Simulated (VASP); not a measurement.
Set up this calculation in VASP 6.6.1, as the native input.

```
Task                   : single point
Functional             : PBE
Potentials or basis    : VASP PAW PBE potentials, release 64 (Ge_d)
Cutoff                 : 520 eV
k mesh                 : 10 × 10 × 6
Occupations            : fermi-dirac, width 0.05 eV
Spin                   : no spin polarisation
Dipole correction      : no
Further INCAR settings : ALGO = Normal; EDIFF = 1e-07; NBANDS = 21
```

The structure of Ge lies in POSCAR:

```
Ge
1.0
    1.5172378428     -2.6455787966      0.0000000000
    1.5172378428      2.6455787966      0.0000000000
    0.0000000000      0.0000000000      4.8203172867
Ge
2
Direct
    0.3334466300      0.6665533700      0.2500000000
    0.6665533700      0.3334466300      0.7500000000
```

One way to write it, as run:

INCAR

```
SYSTEM = Ge
  ALGO = Normal
  EDIFF = 1E-7
  ENCUT = 520
  GGA = PE
  ISIF = 2
  ISMEAR = -1
  LASPH = .True.
  LCHARG = .False.
  LREAL = .False.
  LWAVE = .False.
  NBANDS = 21
  NELM = 60
  PREC = Accurate
  SIGMA = 0.05
```

KPOINTS

```
k-points
0
Gamma
  10 10 6
  0 0 0
```

Potentials or basis: VASP PAW PBE potentials, release 64 (Ge_d).

Run with:

```sh
$ cat potpaw_PBE.64/Ge_d/POTCAR > POTCAR
$ mpirun -np 1 vasp_std > vasp.out
```

It gave:

| Quantity | Value |
| --- | --- |
| Pressure | -0.1 GPa |
| Band gap on the k mesh | zero (band 14 reaches 12.81 eV, above the bottom of band 15 at 4.36 eV) |

Wall time 35 s on 1 thread of Intel(R) Xeon(R) 6975P-C (Granite Rapids), on a shared host, peak memory 0.2 GiB.
